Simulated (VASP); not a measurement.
# GaAs (F-43m) in VASP: G0W0 quasiparticle levels with PBE

Aim: the G0W0 quasiparticle levels of GaAs with PBE.

Everything below comes from runs of VASP 6.6.1. Logs are shortened: lines on timing, memory, paths and dates and some standing lists are left out, and cuts for length are marked.

**1. The cell of the first run**

Symmetry: F-43m, No. 216, cubic system. Conventional cell: a = 5.666 Å, b = 5.666 Å, c = 5.666 Å, α = 90.00°, β = 90.00°, γ = 90.00°. Within 3.2 Å of Ga (site symmetry -43m) lie 4 As at 2.45 Å. Within 3.2 Å of As (site symmetry -43m) lie 4 Ga at 2.45 Å.

**2. G0W0 quasiparticle levels, PBE**

POSCAR

```
GaAs
1.0
    0.0000000000      2.8330850955      2.8330850955
    2.8330850955      0.0000000000      2.8330850955
    2.8330850955      2.8330850955      0.0000000000
Ga As
1 1
Direct
    0.0000000000      0.0000000000      0.0000000000
    0.2500000000      0.2500000000      0.2500000000
```

INCAR.step1

```
  PREC = Accurate
  ENCUT = 500
  EDIFF = 1E-8
  ISMEAR = 0
  SIGMA = 0.01
  LREAL = False
  LASPH = True
  NELM = 100
  ALGO = Normal
  LWAVE = True
  LCHARG = False
  GGA = PE
```

INCAR.step2

```
  PREC = Accurate
  ENCUT = 500
  EDIFF = 1E-8
  ISMEAR = 0
  SIGMA = 0.01
  LREAL = False
  LASPH = True
  NELM = 1
  ALGO = Exact
  LWAVE = True
  LCHARG = False
  GGA = PE
  NBANDS = 82
  LOPTICS = True
  ISTART = 1
```

INCAR.step3

```
  PREC = Accurate
  ENCUT = 500
  EDIFF = 1E-8
  ISMEAR = 0
  SIGMA = 0.01
  LREAL = False
  LASPH = True
  ALGO = EVGW0
  LWAVE = False
  LCHARG = False
  GGA = PE
  NELMGW = 1
  NBANDS = 82
  ENCUTGW = 80.0
  NOMEGA = 96
  PRECFOCK = Fast
  ISTART = 1
  NBANDSGW = 17
  OMEGAMAX = 20
```

KPOINTS

```
regular mesh
0
Gamma
  8 8 8
```

Potentials or basis: VASP PAW PBE potentials, release 64 (Ga_d_GW, As_GW).

Run with:

```sh
> cat potpaw_PBE.64/Ga_d_GW/POTCAR potpaw_PBE.64/As_GW/POTCAR > POTCAR
> cp INCAR.step1 INCAR
> mpirun -np 1 vasp_std > vasp.out
> cp INCAR.step2 INCAR
> mpirun -np 1 vasp_std > vasp.out
> cp INCAR.step3 INCAR
> mpirun -np 1 vasp_std > vasp.out
```

OUTCAR:

```text
PREC = Accurate
   ENCUT = 500
   EDIFF = 1E-8
   ISMEAR = 0
   LREAL = False
   LASPH = True
   GGA = PE
   NELMGW = 1
   ENCUTGW = 80.0
   PRECFOCK = Fast
   ISTART = 1

 ion  position               nearest neighbor table
   1  0.000  0.000  0.000-   2 2.45   2 2.45   2 2.45   2 2.45
   2  0.250  0.250  0.250-   1 2.45   1 2.45   1 2.45   1 2.45

  LATTYP: Found a face centered cubic cell.
 ALAT       =     5.6661701910

  Lattice vectors:

 A1 = (   0.0000000000,   2.8330850955,   2.8330850955)
 A2 = (   2.8330850955,   0.0000000000,   2.8330850955)
 A3 = (   2.8330850955,   2.8330850955,   0.0000000000)

Analysis of symmetry for initial positions (statically):
=====================================================================
 Subroutine PRICEL returns:
 Original cell was already a primitive cell.

 Routine SETGRP: Setting up the symmetry group for a
 face centered cubic supercell.

 Subroutine GETGRP returns: Found 24 space group operations
 (whereof 24 operations were pure point group operations)
 out of a pool of 48 trial point group operations.

The static configuration has the point symmetry T_d .

Analysis of symmetry for dynamics (positions and initial velocities):
=====================================================================
 Subroutine PRICEL returns:
 Original cell was already a primitive cell.

 Routine SETGRP: Setting up the symmetry group for a
 face centered cubic supercell.

 Subroutine GETGRP returns: Found 24 space group operations
 (whereof 24 operations were pure point group operations)
 out of a pool of 48 trial point group operations.

The dynamic configuration has the point symmetry T_d .

 Subroutine INISYM returns: Found 24 space group operations
 (whereof 24 operations are pure point group operations),
 and found     1 'primitive' translations

----------------------------------------------------------------------------------------

                                     Primitive cell

  volume of cell :      45.4788

  direct lattice vectors                    reciprocal lattice vectors
     0.000000000  2.833085095  2.833085095    -0.176486051  0.176486051  0.176486051
[... 46 lines left out ...]
  0.375000  0.000000  0.000000      8.000000
  0.500000  0.000000  0.000000      4.000000
  0.125000  0.125000  0.000000      6.000000
[... 16 lines left out ...]
  0.500000  0.250000  0.125000     48.000000
 -0.375000  0.250000  0.125000     24.000000
 [... further k-points ...]
   k-points           NKPTS =     29   k-points in BZ     NKDIM =    512   number of bands    NBANDS=     82
   number of dos      NEDOS =    301   number of ions     NIONS =      2
   total plane-waves  NPLWV =  27000
   dimension x,y,z NGX =    30 NGY =   30 NGZ =   30
   dimension x,y,z NGXF=    60 NGYF=   60 NGZF=   60
   ions per type =               1   1
   NGX,Y,Z   is equivalent  to a cutoff of  12.45, 12.45, 12.45 a.u.
   NGXF,Y,Z  is equivalent  to a cutoff of  24.90, 24.90, 24.90 a.u.
 SYSTEM =  unknown system
   PREC   = accura    normal or accurate (medium, high low for compatibility)
   ISTART =      1    job   : 0-new  1-cont  2-samecut
   ICHARG =      0    charge: 1-file 2-atom 10-const
   ISPIN  =      1    spin polarized calculation?
   LNONCOLLINEAR =      F non collinear calculations
   LSORBIT =      F    spin-orbit coupling
   LASPH  =      T    aspherical Exc in radial PAW
   ENCUT  =  500.0 eV  36.75 Ry    6.06 a.u.   7.30  7.30  7.30*2*pi/ulx,y,z
   NELM   =     60;   NELMIN=  2; NELMDL=  0     # of ELM steps
   EDIFF  = 0.1E-07   stopping-criterion for ELM
   LREAL  =      F    real-space projection
   EDIFFG = 0.1E-06   stopping-criterion for IOM
   NSW    =      0    number of steps for IOM
   IBRION =     -1    ionic relax: 0-MD 1-quasi-New 2-CG
   NFREE  =      0    steps in history (QN), initial steepest desc. (CG)
   ISIF   =      0    stress and relaxation
   ISYM   =      3    0-nonsym 1-usesym 2-fastsym
   POTIM  = 0.5000    time-step for ionic-motion
   TEBEG  =    0.0;   TEEND  =   0.0 temperature during run
   PSTRESS=    0.0 pullay stress
   NELECT =      18.0000    total number of electrons
   NUPDOWN=      -1.0000    fix difference up-down
   EMIN   =  10.00;   EMAX   =-10.00  energy-range for DOS
   EFERMI =   0.00;   METHOD = LEGACY
   ISMEAR =     0;   SIGMA  =   0.01  broadening in eV -4-tet -1-fermi 0-gaus
   EFERMI_NEDOS =   21; number of points for ismear=-14 and -15
   IALGO  =     38    algorithm
   IMIX   =      4    mixing-type and parameters
     AMIX     =   0.40;   BMIX     =  1.00
     AMIX_MAG =   1.60;   BMIX_MAG =  1.00
  volume/ion in A,a.u.               =      22.74       153.45
  Fermi-wavevector in a.u.,A,eV,Ry     =   1.201977  2.271407 19.656990  1.444748
  Thomas-Fermi vector in A             =   2.337771
   LORBIT       =      0    0 simple, 1 ext, 2 COOP (PROOUT), +10 PAW based schemes
   GGA     = PE    functional components
   LHFCALC =     T    Hartree Fock is set to
   PRECFOCK=fast      Normal, Fast or Accurate (Low or Medium for compatibility)
   ENCUT4O =  -1.0   cutoff for four orbital integrals eV
   NKREDX  =     1    reduce k-point grid by
   NKREDY  =     1    reduce k-point grid by
   NKREDZ  =     1    reduce k-point grid by
   AEXX    =    1.0000 exact exchange contribution
   HFSCREEN=    0.0000 screening length (either q_TF or 0.3 A-1)
   HFSCREENC=   0.0000 screening length for correlation (either q_TF or 0.3 A-1)
   ENCUTFOCK=  -1.0 apply spherical cutoff to Coloumb kernel
   IVDW    =     0    specifies the selected vdW correction
   LEPSILON=     F    determine dielectric tensor
   LRPA    =     F    only Hartree local field effects (RPA)
   LRPAFORCE           =     F    calculate RPA forces
   ENCUTGW             =  80.0    cutoff for response function in eV
   ENCUTGWSOFT         =  64.0    soft cutoff for Coulomb kernel in GW response function in eV
   ENCUTLF             =  -1.0    cutoff for local field effects
   NELMGW              =     1    number of iterations in solving QP/BSE equation
   NELMHF              =     1    number of iterations in the inner HF iteration
   NKREDLFX            =     1    NKREDLFY  =   1   NKREDLFZ  =   1
 non-spin polarized calculation
 Gauss-broadening in eV      SIGMA  =   0.01
  energy-cutoff  :      500.00
  volume of cell :       45.48
 maximum number of plane-waves:      1174
 NGX is ok and might be reduce to    30
  NGX = 18; NGY = 18; NGZ = 18
   NGX = 15   NGY = 15   NGZ = 15
 maximum number of plane-waves:        80
 NGX is ok and might be reduce to    14

 QP shifts <psi_nk| G(iteration)W_0 |psi_nk>: iteration 1
 for sc-GW calculations column KS-energies equals QP-energies in previous step
 and V_xc(KS)=  KS-energies - (<T + V_ion + V_H > + <T+V_H+V_ion>^1  + <V_x>^1)

 k-point   1 :       0.0000    0.0000    0.0000
  band No.  KS-energies  QP-energies   sigma(KS)   V_xc(KS)     V^pw_x(r,r')   Z            occupation Imag(sigma)

      1     -11.0062     -13.9095     -26.0660     -21.7119     -35.0570       0.6668       2.0000       0.2050
      2     -11.0062     -13.9095     -26.0660     -21.7119     -35.0570       0.6668       2.0000       0.2050
      3     -11.0062     -13.9095     -26.0660     -21.7119     -35.0570       0.6668       2.0000       0.2050
      4     -10.9289     -13.8639     -26.2032     -21.8131     -35.1638       0.6686       2.0000       0.1723
      5     -10.9289     -13.8639     -26.2032     -21.8131     -35.1638       0.6686       2.0000       0.1723
      6      -8.8925      -9.0684     -11.4149     -11.1280     -18.0949       0.6130       2.0000       0.8995
[... 480 lines left out ...]
      4     -10.9330     -13.8620     -26.1890     -21.8029     -35.1537       0.6678       2.0000       0.1739
      5     -10.9254     -13.8588     -26.2092     -21.8210     -35.1777       0.6685       2.0000       0.1730
      6      -6.8114      -7.0662     -12.6067     -12.2276     -18.5463       0.6720       2.0000       0.7317
[... 9 lines left out ...]
     16      15.8747      15.9842      -9.2734      -9.4216      -3.3457       0.7389       0.0000      -0.5473
     17      16.4158      16.6325     -10.0795     -10.3725      -3.9747       0.7398       0.0000      -0.6724

 [... further k-points ...]
```

OUTCAR.step2:

```text
PREC = Accurate
   ENCUT = 500
   EDIFF = 1E-8
   ISMEAR = 0
   LREAL = False
[... 1133 lines left out ...]
     0.00000    32.92684    32.92684    32.92684     0.00000    -0.00000     0.00000
     1.09865    14.04023    14.04023    14.04023     0.00000    -0.00000     0.00000
     2.19731    -5.06512    -5.06512    -5.06512    -0.00000     0.00000    -0.00000
     3.29596    12.69151    12.69151    12.69151    -0.00000    -0.00000     0.00000
     4.39462   -12.23043   -12.23043   -12.23043    -0.00000     0.00000    -0.00000
     5.49327     3.58063     3.58063     3.58063     0.00000     0.00000    -0.00000
[... 92 lines left out ...]
   107.66818     0.96406     0.96406     0.96406    -0.00000     0.00000    -0.00000
   108.76683     0.96494     0.96494     0.96494    -0.00000     0.00000    -0.00000
```

It took 30 min on 1 thread of Intel Xeon 6975P-C (Granite Rapids), shared host; peak memory 1.4 GiB.

Results:

```
Quasiparticle gap                                   : 1.36 eV
Least direct quasiparticle gap                      : 1.36 eV
Band gap of the starting levels on the mesh         : 0.46 eV
Least direct gap of the starting levels on the mesh : 0.46 eV
```

Caveat: bands, screening cutoff and mesh are small and nothing is extrapolated, so the quasiparticle values aren't converged.
